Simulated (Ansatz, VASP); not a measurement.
**Si: VASP beside Ansatz**

File INCAR:

```
SYSTEM = Si
PREC = Accurate
ENCUT = 500
EDIFF = 1E-6
ISMEAR = 0
SIGMA = 0.1
LREAL = .False.
LASPH = .True.
NELM = 120
ALGO = Normal
ISIF = 2
LWAVE = .False.
LCHARG = .False.
GGA = PS
NBANDS = 11
GGA_COMPAT = .False.
```

File KPOINTS:

```
regular mesh
0
Gamma
  6 6 6
  0 0 0
```

POSCAR

```
Si
1.0
    0.0000000000      2.7155000000      2.7155000000
    2.7155000000      0.0000000000      2.7155000000
    2.7155000000      2.7155000000      0.0000000000
Si
2
Direct
    0.0000000000      0.0000000000      0.0000000000
    0.2500000000      0.2500000000      0.2500000000
```

Input for Ansatz:

```yaml
crystal:
  lattice:
    - [0.0, 2.7155, 2.7155]
    - [2.7155, 0.0, 2.7155]
    - [2.7155, 2.7155, 0.0]
  atoms:
    - { symbol: Si, position: [0.0, 0.0, 0.0] }
    - { symbol: Si, position: [0.25, 0.25, 0.25] }
basis:
  ecutwfc: 420
kpoints:
  mp_grid: { grid: [6, 6, 6] }
hamiltonian:
  xc: pbesol
  pseudopotentials: { kind: paw, azcp: { folder: soft_1 } }
scf:
  occupations: { method: gaussian, width: 0.1 }
output:
  forces: true
  stress: true
  eigenvalues: true
```

Alike in both runs: task single point; functional PBEsol; k mesh 6 × 6 × 6; occupations gaussian, width 0.1 eV; no spin polarisation.

```csv
,VASP,Ansatz
version,VASP 6.6.1,Ansatz 0.2.0
potentials or method,"VASP PAW PBE potentials, release 64 (Si), cutoff 500 eV","scalar-relativistic, plane waves, PAW"
valence electrons in the cell,8,8
```

Ansatz gave:

```
gap on the k mesh at the Fermi level (eV) : 0.59
least direct gap on the mesh (eV)         : 2.52
pressure (GPa)                            : 0.2
```

What did VASP give for the same quantities?

gap on the k mesh at the Fermi level (eV): 0.58; least direct gap on the mesh (eV): 2.51; pressure (GPa): 0.3.

VASP's potentials were made for PBE, not for PBEsol, and Ansatz warns of the same on its side. The functional is the same, so the differences come from potentials, cutoffs and numerics.
